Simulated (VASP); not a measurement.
Here is a VASP 6.6.1 calculation.

The input INCAR:

```
SYSTEM = NbCd3
PREC = Accurate ; ENCUT = 520
EDIFF = 1E-6 ; ISMEAR = -1
SIGMA = 0.05 ; LREAL = .FALSE.
LASPH = .TRUE. ; NELM = 60
ALGO = Normal ; ISIF = 2
LWAVE = .FALSE. ; LCHARG = .FALSE.
GGA = PE ; NBANDS = 32
```

Contents of KPOINTS:

```
regular mesh
0
G
  8 8 8
  0 0 0
```

Contents of POSCAR:

```
NbCd3
1.0
    4.2150000000      0.0000000000      0.0000000000
    0.0000000000      4.2150000000      0.0000000000
    0.0000000000      0.0000000000      4.2150000000
Nb Cd
1 3
Direct
    0.0000000000      0.0000000000      0.0000000000
    0.0000000000      0.5000000000      0.5000000000
    0.5000000000      0.0000000000      0.5000000000
    0.5000000000      0.5000000000      0.0000000000
```

Potentials or basis: VASP PAW PBE potentials, release 64 (Nb_sv, Cd).

Launch:

```sh
$ cat potpaw_PBE.64/Nb_sv/POTCAR potpaw_PBE.64/Cd/POTCAR > POTCAR
$ mpirun -np 1 vasp_std > vasp.out
```

Problem. Estimate the pressure.

Solution. 7.7 GPa.

Problem. What does it give for the band gap on the k mesh?

Solution. Zero (an odd number of electrons rules out a gap without spin polarisation).

Caveat: the cell stands under pressure.
